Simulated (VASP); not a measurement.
# MgTe5 (P-62m) in VASP: notebook

The runs below take MgTe5 through single point, relaxation of cell and atoms, with PBE.

All numbers are computed with VASP 6.6.1; they aren't measurements. Logs are shortened: lines on timing, memory, paths and dates and some standing lists are left out, and cuts for length are marked.

## Step 1: The cell of the first run

The structure is hexagonal, space group P-62m (No. 189). Conventional cell: a = 7.163 Å, b = 7.163 Å, c = 4.139 Å, α = 90.00°, β = 90.00°, γ = 120.00°. Mg (site symmetry -62m) has 6 Te at 3.06 Å within 4.0 Å. Te (site symmetry m2m) has 2 Mg at 3.06 Å and 6 Te at 3.22 to 3.89 Å within 4.0 Å. Te (site symmetry -6) has 11 Te at 3.22 to 4.14 Å and 3 Mg at 4.14 Å within 4.2 Å.

## Step 2: Single point, PBE

INCAR

```
  PREC = Accurate
  ENCUT = 520
  EDIFF = 1E-6
  ISMEAR = 0
  SIGMA = 0.1
  LREAL = False
  LASPH = True
  NELM = 60
  ALGO = Normal
  ISIF = 2
  LWAVE = False
  LCHARG = False
  GGA = PE
  NBANDS = 25
```

KPOINTS

```
Automatic mesh
0
Gamma
  6 6 10
```

POSCAR

```
MgTe5
1.0
    7.1628490882      0.0000000000      0.0000000000
   -3.5814245441      6.2032092738      0.0000000000
    0.0000000000      0.0000000000      4.1393377177
Mg Te
1 5
Direct
    0.0000000000      0.0000000000      0.0000000000
    0.3138477907      0.0000000000      0.5000000000
    0.6861522093      0.6861522093      0.5000000000
    0.0000000000      0.3138477907      0.5000000000
    0.3333333333      0.6666666667      0.0000000000
    0.6666666667      0.3333333333      0.0000000000
```

Potentials or basis: VASP PAW PBE potentials, release 64 (Mg, Te).

The run is started by

```console
$ cat potpaw_PBE.64/Mg/POTCAR potpaw_PBE.64/Te/POTCAR > POTCAR
$ mpirun -np 1 vasp_std > vasp.out
```

OUTCAR:

```text
PREC = Accurate
   ENCUT = 520
   EDIFF = 1E-6
   ISMEAR = 0
   LREAL = False
   LASPH = True
   NELM = 60
   ISIF = 2
   GGA = PE

 ion  position               nearest neighbor table
   1  0.000  0.000  0.000-   3 3.06   4 3.06   3 3.06   4 3.06   2 3.06   2 3.06
   2  0.314  0.000  0.500-   1 3.06   1 3.06   5 3.22   5 3.22   6 3.22   6 3.22
   3  0.686  0.686  0.500-   1 3.06   1 3.06   6 3.22   6 3.22   5 3.22   5 3.22
   4  0.000  0.314  0.500-   1 3.06   1 3.06   6 3.22   6 3.22   5 3.22   5 3.22
   5  0.333  0.667  0.000-   2 3.22   2 3.22   4 3.22   4 3.22   3 3.22   3 3.22
   6  0.667  0.333  0.000-   4 3.22   4 3.22   2 3.22   2 3.22   3 3.22   3 3.22

  LATTYP: Found a hexagonal cell.
 ALAT       =     7.1628490882
 C/A-ratio  =     0.5778898406

  Lattice vectors:

 A1 = (   7.1628490882,   0.0000000000,   0.0000000000)
 A2 = (  -3.5814245441,   6.2032092738,   0.0000000000)
 A3 = (   0.0000000000,   0.0000000000,   4.1393377177)

Analysis of symmetry for initial positions (statically):
=====================================================================
 Subroutine PRICEL returns:
 Original cell was already a primitive cell.

 Routine SETGRP: Setting up the symmetry group for a
 hexagonal supercell.

 Subroutine GETGRP returns: Found 12 space group operations
 (whereof 12 operations were pure point group operations)
 out of a pool of 24 trial point group operations.

The static configuration has the point symmetry D_3h.

Analysis of symmetry for dynamics (positions and initial velocities):
=====================================================================
 Subroutine PRICEL returns:
 Original cell was already a primitive cell.

 Routine SETGRP: Setting up the symmetry group for a
 hexagonal supercell.

 Subroutine GETGRP returns: Found 12 space group operations
 (whereof 12 operations were pure point group operations)
 out of a pool of 24 trial point group operations.

The dynamic configuration has the point symmetry D_3h.

 Subroutine INISYM returns: Found 12 space group operations
 (whereof 12 operations are pure point group operations),
 and found     1 'primitive' translations

----------------------------------------------------------------------------------------

                                     Primitive cell

  volume of cell :     183.9218

  direct lattice vectors                    reciprocal lattice vectors
[... 97 lines left out ...]
   EDIFFG = 0.1E-04   stopping-criterion for IOM
   NSW    =      0    number of steps for IOM
   IBRION =     -1    ionic relax: 0-MD 1-quasi-New 2-CG
   NFREE  =      0    steps in history (QN), initial steepest desc. (CG)
   ISIF   =      2    stress and relaxation
   ISYM   =      2    0-nonsym 1-usesym 2-fastsym
   POTIM  = 0.5000    time-step for ionic-motion
   TEBEG  =    0.0;   TEEND  =   0.0 temperature during run
   PSTRESS=    0.0 pullay stress
   NELECT =      32.0000    total number of electrons
   NUPDOWN=      -1.0000    fix difference up-down
   EMIN   =  10.00;   EMAX   =-10.00  energy-range for DOS
   EFERMI =   0.00;   METHOD = LEGACY
   ISMEAR =     0;   SIGMA  =   0.10  broadening in eV -4-tet -1-fermi 0-gaus
   EFERMI_NEDOS =   21; number of points for ismear=-14 and -15
   IALGO  =     38    algorithm
   IMIX   =      4    mixing-type and parameters
     AMIX     =   0.40;   BMIX     =  1.00
     AMIX_MAG =   1.60;   BMIX_MAG =  1.00
  volume/ion in A,a.u.               =      30.65       206.86
  Fermi-wavevector in a.u.,A,eV,Ry     =   0.913932  1.727081 11.364557  0.835271
  Thomas-Fermi vector in A             =   2.038500
   LORBIT       =      0    0 simple, 1 ext, 2 COOP (PROOUT), +10 PAW based schemes
   GGA     = PE    functional components
   LHFCALC =     F    Hartree Fock is set to
   AEXX    =    0.0000 exact exchange contribution
   IVDW    =     0    specifies the selected vdW correction
   LEPSILON=     F    determine dielectric tensor
   LRPA    =     F    only Hartree local field effects (RPA)
 non-spin polarized calculation
 Gauss-broadening in eV      SIGMA  =   0.10
  energy-cutoff  :      520.00
  volume of cell :      183.92
 maximum number of plane-waves:      5049
 NGX is ok and might be reduce to    54
   NGX = 27   NGY = 27   NGZ = 15

 number of electron      32.0000003 magnetization

 Free energy of the ion-electron system (eV)
  ---------------------------------------------------
  ext. energy  EPLUGINS =         0.00000000
  ---------------------------------------------------
  free energy    TOTEN  =       -17.10260794 eV

  energy without entropy =      -17.08452739  energy(sigma->0) =      -17.09356767

 E-fermi :   5.9725     XC(G=0):  -9.2547

 val. band max:        5.9540608267   @ k =   0.5000   0.0000   0.2000
 cond. band min:       5.9754056171   @ k =   0.3333   0.0000   0.1000
 fundamental gap:      0.0213447904
 Fermi energy:         5.9725332056

 k-point     1 :       0.0000    0.0000    0.0000
  band No.  band energies     occupation
      1      -7.3044      2.00000
      2      -5.3603      2.00000
      3      -5.1343      2.00000
      4      -5.1343      2.00000
      5      -3.5041      2.00000
      6       1.0967      2.00000
[... 661 lines left out ...]
     24      10.9871      0.00000
     25      12.0886      0.00000

 [... further k-points ...]

------------------------ aborting loop because EDIFF is reached ----------------------------------------

  FORCE on cell =-STRESS in cart. coord.  units (eV):
  Direction    XX          YY          ZZ          XY          YZ          ZX
  --------------------------------------------------------------------------------------
  -------------------------------------------------------------------------------------
  Total       -0.0621387     -0.0621387     -0.0752762      0.0000000     -0.0000000      0.0000000
  in kB       -0.5413024     -0.5413024     -0.6557455      0.0000000     -0.0000000      0.0000000
  external PRESSURE =      -0.5794501 kB  Pullay stress =       0.0000000 kB

 VOLUME and BASIS-vectors are now :
 -----------------------------------------------------------------------------
  energy-cutoff  :      520.00
  volume of cell :      183.92
      direct lattice vectors                 reciprocal lattice vectors
     7.162849088  0.000000000  0.000000000     0.139609252  0.080603439  0.000000000
    -3.581424544  6.203209274  0.000000000     0.000000000  0.161206878  0.000000000
     0.000000000  0.000000000  4.139337718     0.000000000  0.000000000  0.241584540

 POSITION                                       TOTAL-FORCE (eV/Angst)
 -----------------------------------------------------------------------------------
      0.00000      0.00000      0.00000        -0.000000      0.000000      0.000000
      2.24804      0.00000      2.06967        -0.001269      0.000000      0.000000
      2.45740      4.25635      2.06967         0.000634      0.001099      0.000000
     -1.12402      1.94686      2.06967         0.000634     -0.001099      0.000000
     -0.00000      4.13547      0.00000        -0.000000      0.000000      0.000000
      3.58142      2.06774      0.00000        -0.000000     -0.000000      0.000000
 -----------------------------------------------------------------------------------
    total drift:                                0.000000      0.000001     -0.000000

  FREE ENERGIE OF THE ION-ELECTRON SYSTEM (eV)
  ---------------------------------------------------
  free  energy   TOTEN  =       -17.1026079380 eV

  energy  without entropy=      -17.0845273936  energy(sigma->0) =      -17.09356767
```

stdout:

```text
POSCAR found type information on POSCAR MgTe
 POSCAR found :  2 types and       6 ions
 scaLAPACK will be used
 LDA part: xc-table for (Slater+PW92), standard interpolation
 POSCAR, INCAR and KPOINTS ok, starting setup
 FFT: planning ... GRIDC
 FFT: planning ... GRID_SOFT
 FFT: planning ... GRID
 WAVECAR not read
 entering main loop
```

It took 2.6 min on 1 thread of AMD EPYC 9R45 (Zen 5), shared host; peak memory 0.35 GiB.

Results:

| Item | Value |
| --- | --- |
| Free energy | -17.1026 eV |
| Pressure | -0.1 GPa |
| Band gap on the k mesh | zero (band 16 reaches 6.63 eV, above the bottom of band 17 at 5.44 eV) |

Caveat: spin-orbit coupling is left out, which moves the levels of the heavy elements.

## Step 3: Relaxation of cell and atoms, PBE

This run uses another cell than the first one, of 36.60 Å³/atom, 1.194 times its volume.

INCAR

```
ALGO = Normal
EDIFF = 1E-6
EDIFFG = -0.04
ENCUT = 600
GGA = PE
IBRION = 2
ISIF = 3
ISMEAR = 0
LASPH = T
LCHARG = F
LREAL = F
LWAVE = F
NELM = 80
NSW = 90
PREC = Accurate
SIGMA = 0.1
```

KPOINTS

```
k-points
0
Gamma
  3 3 4
```

POSCAR

```
MgTe5
1.0
    6.5152028000      0.0000000000      0.0000000000
   -3.2576014000      5.6423311300      0.0000000000
    0.0000000000      0.0000000000      5.9737585600
Mg Te
1 5
Direct
    0.0000000000      0.0000000000      0.0000000000
    0.3130345300      0.0000000000      0.5000000000
    0.6869654700      0.6869654700      0.5000000000
    0.0000000000      0.3130345300      0.5000000000
    0.3333333300      0.6666666700      0.0000000000
    0.6666666700      0.3333333300      0.0000000000
```

Potentials or basis: VASP PAW PBE potentials, release 64 (Mg, Te).

The run is started by

```console
$ cat potpaw_PBE.64/Mg/POTCAR potpaw_PBE.64/Te/POTCAR > POTCAR
$ mpirun -np 1 vasp_std > vasp.out
```

Run time: 17 min. Hardware: 1 thread of AMD EPYC 9R45 (Zen 5), shared host; peak memory 0.38 GiB.

It converged, with:

```yaml
Free_energy: -17.1313 eV
Relaxed_volume: 30.58 Å³/atom
Relaxed_cell: a = 7.149 Å, b = 7.149 Å, c = 4.145 Å, α = 90.00°, β = 90.00°, γ = 120.00°
Space_group_after_relaxing_to_0.05_Å: P-62m (No. 189)
Energy_gained_by_relaxing: 404.2 meV/atom
Ionic_steps: 32
Pressure_after_relaxing: -0.1 GPa
Largest_force_after_relaxing: 0.008 eV/Å
Band_gap_on_the_k_mesh: zero (band 16 reaches 6.64 eV, above the bottom of band 17 at 5.44 eV)
```

Forces on the atoms (eV/Å):
```
Mg   0.000  0.000  0.000
Te   0.008  0.000  0.000
Te  -0.004 -0.007  0.000
Te  -0.004  0.007  0.000
Te   0.000  0.000  0.000
Te   0.000  0.000  0.000
```

Stress tensor (GPa, compression positive):
```
-0.15  0.00  0.00
 0.00 -0.15  0.00
 0.00  0.00 -0.01
```

Step by step:
| step | energy change (eV) | largest force (eV/Å) | pressure (GPa) | volume (Å³) |
| --- | --- | --- | --- | --- |
| 1 | 0.0000 | 0.4358 | -7.03 | 219.60 |
| 2 | -1.4716 | 0.0997 | -1.11 | 172.42 |
| 3 | -1.4885 | 0.0688 | 0.01 | 168.34 |
| 4 | -1.4882 | 0.0617 | 0.28 | 167.40 |
| 5 | -1.5274 | 0.1081 | 0.33 | 167.16 |
| 6 | -1.6609 | 0.0056 | 0.80 | 166.13 |
| 7 | -1.8696 | 0.3317 | 2.96 | 162.70 |
| 8 | -1.8745 | 0.3429 | 4.48 | 161.10 |
| 9 | -1.8319 | 0.3089 | 8.08 | 157.19 |
| 10 | -1.8847 | 0.3177 | 6.63 | 158.80 |
| 11 | -1.8624 | 0.3097 | 7.45 | 157.90 |
| 12 | -1.8663 | 0.3081 | 7.45 | 157.96 |
| 13 | -1.8772 | 0.3046 | 7.48 | 158.15 |
| 14 | -1.8957 | 0.3086 | 7.52 | 158.51 |
| 15 | -1.9163 | 0.3590 | 7.62 | 159.17 |
| 16 | -1.8796 | 0.3961 | 8.03 | 160.26 |
| 17 | -1.9072 | 0.4094 | 7.80 | 159.78 |
| 18 | -1.9159 | 0.3877 | 7.69 | 159.49 |
| 19 | -1.9443 | 0.3849 | 7.41 | 160.10 |
| 20 | -2.0233 | 0.3762 | 6.58 | 161.95 |
| 21 | -2.1560 | 0.3593 | 5.03 | 165.68 |
| 22 | -2.3280 | 0.3254 | 2.37 | 173.32 |
| 23 | -2.3624 | 0.2570 | -1.50 | 189.27 |
| 24 | -2.3926 | 0.2830 | -0.19 | 182.96 |
| 25 | -2.3927 | 0.2851 | -0.08 | 182.47 |
| 26 | -2.3947 | 0.2766 | -0.07 | 182.47 |
| 27 | -2.4002 | 0.2512 | -0.06 | 182.47 |
| 28 | -2.4095 | 0.2005 | -0.03 | 182.47 |
| 29 | -2.4215 | 0.0996 | 0.06 | 182.46 |
| 30 | -2.4196 | 0.0854 | 0.34 | 182.44 |
| 31 | -2.4248 | 0.0111 | 0.17 | 182.46 |
| 32 | -2.4254 | 0.0080 | -0.10 | 183.46 |

Final structure:
```
Mg Te
1.0
     7.14883    0.00000    0.00000
    -3.57442    6.19107    0.00000
     0.00000    0.00000    4.14514
Mg Te
1 5
Direct
  0.00000 0.00000 0.00000
  0.30999 0.00000 0.50000
  0.69001 0.69001 0.50000
  0.00000 0.30999 0.50000
  0.33333 0.66667 0.00000
  0.66667 0.33333 0.00000
```

Levels at points of the mesh, in eV from the Fermi level:
```csv
k point,band 13,band 14,band 15,band 16,band 17,band 18,band 19,band 20
"(0.00, 0.00, 0.00)",-1.04,-1.04,-0.74,0.14,0.14,0.89,0.89,1.05
"(0.00, 0.00, 0.50)",-2.44,-2.44,-0.35,-0.35,0.20,0.92,0.92,2.78
```

Caveat: the k points lie up to 0.38 Å⁻¹ apart in the final cell; the volume moved by over 15 % at a fixed basis, so the end points are rough; spin-orbit coupling is left out, which moves the levels of the heavy elements.

## Step 4: Relaxation of cell and atoms, PBE

This run uses another cell than the first one, of 30.56 Å³/atom, 0.997 times its volume.

INCAR

```
SYSTEM = MgTe5
PREC = Accurate
ENCUT = 600
EDIFF = 1E-7
ISMEAR = 0
SIGMA = 0.1
LREAL = .False.
LASPH = .True.
NELM = 60
ALGO = Normal
ISIF = 3
LWAVE = .False.
LCHARG = .False.
GGA = PE
IBRION = 2
NSW = 100
EDIFFG = -0.01
```

KPOINTS

```
Automatic mesh
0
Gamma
  6 6 10
  0 0 0
```

POSCAR

```
MgTe5
1.0
    7.1468877610      0.0000000000      0.0000000000
   -3.5734438805      6.1893863591      0.0000000000
    0.0000000000      0.0000000000      4.1454681811
Mg Te
1 5
Direct
    0.0000000000      0.0000000000      0.0000000000
    0.3087606487      0.0000000000      0.5000000000
    0.6912393513      0.6912393513      0.5000000000
    0.0000000000      0.3087606487      0.5000000000
    0.3333333333      0.6666666667      0.0000000000
    0.6666666667      0.3333333333      0.0000000000
```

The run is started by

```console
$ cat potpaw_PBE.64/Mg/POTCAR potpaw_PBE.64/Te/POTCAR > POTCAR
$ mpirun -np 1 vasp_std > vasp.out
```

It took 12 min on 1 thread of AMD EPYC 9R45 (Zen 5), shared host; peak memory 0.43 GiB.

The run converged. Its results:

```yaml
Free_energy: -17.1025 eV
Relaxed_volume: 30.64 Å³/atom
Relaxed_cell: a = 7.169 Å, b = 7.169 Å, c = 4.131 Å, α = 90.00°, β = 90.00°, γ = 120.00°
Space_group_after_relaxing_to_0.05_Å: P-62m (No. 189)
Energy_gained_by_relaxing: 0.8 meV/atom
Ionic_steps: 7
Pressure_after_relaxing: 0.0 GPa
Largest_force_after_relaxing: 0.005 eV/Å
Band_gap_on_the_k_mesh: zero (band 16 reaches 6.64 eV, above the bottom of band 17 at 5.44 eV)
```

Forces in eV/Å, atoms in the order of the input:
```
Mg   0.000  0.000  0.000
Te   0.005  0.000  0.000
Te  -0.002 -0.004  0.000
Te  -0.002  0.004  0.000
Te   0.000  0.000  0.000
Te   0.000  0.000  0.000
```

Stress tensor (GPa, compression positive):
```
-0.05  0.00  0.00
 0.00 -0.05  0.00
 0.00  0.00  0.05
```

Step by step:
| step | energy change (eV) | largest force (eV/Å) | pressure (GPa) | volume (Å³) |
| --- | --- | --- | --- | --- |
| 1 | 0.0000 | 0.0933 | -0.06 | 183.37 |
| 2 | -0.0014 | 0.0793 | 0.04 | 183.09 |
| 3 | -0.0025 | 0.0565 | 0.20 | 182.63 |
| 4 | -0.0036 | 0.0475 | 0.10 | 183.09 |
| 5 | -0.0045 | 0.0286 | -0.11 | 184.10 |
| 6 | -0.0049 | 0.0166 | -0.06 | 183.97 |
| 7 | -0.0050 | 0.0050 | -0.02 | 183.84 |

Final structure:
```
Mg Te
1.0
     7.16883    0.00000    0.00000
    -3.58442    6.20839    0.00000
     0.00000    0.00000    4.13068
Mg Te
1 5
Direct
  0.00000 0.00000 0.00000
  0.31338 0.00000 0.50000
  0.68662 0.68662 0.50000
  0.00000 0.31338 0.50000
  0.33333 0.66667 0.00000
  0.66667 0.33333 0.00000
```

Levels at points of the mesh, in eV from the Fermi level:
```
           k point  band 13  band 14  band 15  band 16  band 17  band 18  band 19  band 20
(0.00, 0.00, 0.00)    -1.03    -1.03    -0.76     0.11     0.11     0.95     0.95     1.14
(0.50, 0.00, 0.00)    -1.38    -1.29    -1.12     0.18     0.74     0.79     1.21     1.76
(0.00, 0.00, 0.50)    -2.43    -2.43    -0.40    -0.40     0.20     0.94     0.94     2.69
(0.50, 0.00, 0.50)    -1.62    -1.28    -1.21    -1.01    -0.17    -0.15     0.93     1.87
```

Caveat: spin-orbit coupling is left out, which moves the levels of the heavy elements.

## Step 5: Summary

```csv
task,cell,k mesh,cutoff (eV),gap on the mesh (eV),pressure (GPa),relaxed volume (Å³/atom)
single point,"a = 7.163, b = 7.163, c = 4.139 Å, angles 90.0, 90.0, 120.0°, 6 atoms",6 × 6 × 10,520,none,-0.1,-
relaxation of cell and atoms,"relaxed from a = 6.515, b = 6.515, c = 5.974 Å, angles 90.0, 90.0, 120.0°, 6 atoms",3 × 3 × 4,600,none,-0.1,30.58
relaxation of cell and atoms,"relaxed from a = 7.147, b = 7.147, c = 4.145 Å, angles 90.0, 90.0, 120.0°, 6 atoms",6 × 6 × 10,600,none,0.0,30.64
```

Alike in all rows: level PBE; potentials or basis VASP PAW PBE potentials, release 64 (Mg, Te); no spin polarisation; smearing gaussian 0.1 eV.

Caveats: some runs use coarse meshes; spin-orbit coupling is left out, which moves the levels of the heavy elements; the volume moved by over 15 % at a fixed basis, so the end points are rough (some runs).

Total energies depend on the potentials used, so only differences within one code and one set of settings carry meaning.
